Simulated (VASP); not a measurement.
Input of a VASP 6.6.1 run:

Contents of INCAR:

```
SYSTEM = SiSbTe2
ALGO     = Normal         ! electronic algorithm
EDIFF    = 1E-7           ! SCF threshold, eV
ENCUT    = 520            ! plane-wave cutoff, eV
GGA      = PE             ! functional
ISIF     = 2              ! what is computed and relaxed
ISMEAR   = 0              ! smearing method
LASPH    = .True.         ! aspherical terms in the spheres
LCHARG   = .False.        ! write CHGCAR
LREAL    = .False.        ! projectors in reciprocal space
LWAVE    = .False.        ! write WAVECAR
NBANDS   = 18             ! bands
NELM     = 60             ! most SCF steps
PREC     = Accurate       ! precision mode
SIGMA    = 0.1            ! smearing width, eV
```

Contents of KPOINTS:

```
k-points
0
Gamma
  4 4 4
  0 0 0
```

The input POSCAR:

```
SiSbTe2
1.0
    3.9963281367      0.0000000000      0.0000000000
    0.0000000000      3.9963281367      0.0000000000
    0.0000000000      0.0000000000      8.4133297678
Si Sb Te
1 1 2
Direct
    0.0000000000      0.0000000000      0.0000000000
    0.5000000000      0.5000000000      0.5000000000
    0.5000000000      0.0000000000      0.7819265647
    0.0000000000      0.5000000000      0.2180734353
```

Potentials or basis: VASP PAW PBE potentials, release 64 (Si, Sb, Te).

Run with:

```bash
$ cat potpaw_PBE.64/Si/POTCAR potpaw_PBE.64/Sb/POTCAR potpaw_PBE.64/Te/POTCAR > POTCAR
$ mpirun -np 1 vasp_std > vasp.out
```

Estimate the largest force.

0.010 eV/Å.

What does it give for the pressure?

0.0 GPa.

Forces in eV/Å, atoms in the order of the input:
```
Si   0.000  0.000  0.000
Sb   0.000  0.000  0.000
Te   0.000  0.000 -0.010
Te   0.000  0.000  0.010
```

Caveat: the k points lie up to 0.39 Å⁻¹ apart.
